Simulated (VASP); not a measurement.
Wanted: the native input for a VASP 6.6.1 run.

| Item | Value |
| --- | --- |
| Task | single point |
| Functional | r2SCAN |
| Potentials or basis | VASP PAW PBE potentials, release 64 (Rh_sv_GW) |
| Cutoff | 580 eV |
| k mesh | 22 × 22 × 22 |
| Occupations | gaussian, width 0.15 eV |
| Spin | no spin polarisation |
| Dipole correction | no |
| Second run | valence_matched |
| Further INCAR settings | ALGO = Normal; EDIFF = 1e-06; NBANDS = 14 |

The system is Rh.

```
Rh
1.0
     0.00000    1.87303    1.87303
     1.87303    0.00000    1.87303
     1.87303    1.87303    0.00000
Rh
1
Cartesian
  0.0000 0.0000 0.0000
```

This cell differs from its parent crystal: strain -0.015 along x and y, -0.015 along z.

These files were run (other wordings do the same):

POSCAR

```
Rh
1.0
    0.0000000000      1.8730267500      1.8730267500
    1.8730267500      0.0000000000      1.8730267500
    1.8730267500      1.8730267500      0.0000000000
Rh
1
Direct
    0.0000000000      0.0000000000      0.0000000000
```

INCAR.step1

```
SYSTEM = Rh
PREC = Accurate
ENCUT = 580
ISMEAR = 0
SIGMA = 0.15
LREAL = .FALSE.
LASPH = .TRUE.
NELM = 120
NBANDS = 14
GGA = PE
ALGO = Normal
EDIFF = 1E-5
LWAVE = .TRUE.
LCHARG = .FALSE.
GGA_COMPAT = .FALSE.
```

INCAR.step2

```
SYSTEM = Rh
PREC = Accurate
ENCUT = 580
EDIFF = 1E-6
ISMEAR = 0
SIGMA = 0.15
LREAL = .FALSE.
LASPH = .TRUE.
NELM = 120
ALGO = Normal
ISIF = 2
LWAVE = .FALSE.
LCHARG = .FALSE.
METAGGA = R2SCAN
LMIXTAU = .TRUE.
NBANDS = 14
ISTART = 1
GGA_COMPAT = .FALSE.
```

KPOINTS

```
Automatic mesh
0
G
  22 22 22
  0 0 0
```

Potentials or basis: VASP PAW PBE potentials, release 64 (Rh_sv_GW).

Command:

```sh
$ cat potpaw_PBE.64/Rh_sv_GW/POTCAR > POTCAR
$ cp INCAR.step1 INCAR
$ mpirun -np 1 vasp_std > vasp.out
$ cp INCAR.step2 INCAR
$ mpirun -np 1 vasp_std > vasp.out
```

Results of the run:

```
Pressure : 11.8 GPa
```

Caveat: the cell differs from its parent crystal (strain -0.015 along x and y, -0.015 along z); the PAW data sets were made with another functional, which shifts forces and pressure a little.

It took 5.2 min on 1 thread of AMD EPYC 9R45 (Zen 5), on a shared host, peak memory 0.19 GiB.
